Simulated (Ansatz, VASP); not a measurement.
**TiAl3F: VASP beside Ansatz**

```xyz
5
Lattice="4.2495 0.0000 0.0000 0.0000 4.2495 0.0000 0.0000 0.0000 4.2495" Properties=species:S:1:pos:R:3 pbc="T T T"
Ti    0.0000    0.0000    0.0000
Al    0.0000    2.1248    2.1248
Al    2.1248    0.0000    2.1248
Al    2.1248    2.1248    0.0000
F     2.1248    2.1248    2.1248
```

Change from the starting cell: species swapped into the LuBRh3 type (Pm-3m, No. 221).

Alike in both runs: functional PBE; k mesh 10 × 10 × 10; occupations gaussian, width 0.1 eV; no spin polarisation.

Ansatz relaxed the structure, and its values are those at the end. VASP's run is a single point on that final structure, the one shown.

|  | VASP | Ansatz |
| --- | --- | --- |
| version | VASP 6.6.1 | Ansatz 0.2.0 |
| potentials or method | VASP PAW PBE potentials, release 64 (Ti_sv, Al, F), cutoff 520 eV | scalar-relativistic, plane waves, PAW |
| valence electrons in the cell | 28 | 28 |

```csv
,VASP,Ansatz,Ansatz less VASP
gap on the k mesh at the Fermi level (eV),none,none,-
pressure (GPa),-0.1,0.0,+0.11
```

A gap of «none» marks a metal or a gap that the smearing closes.
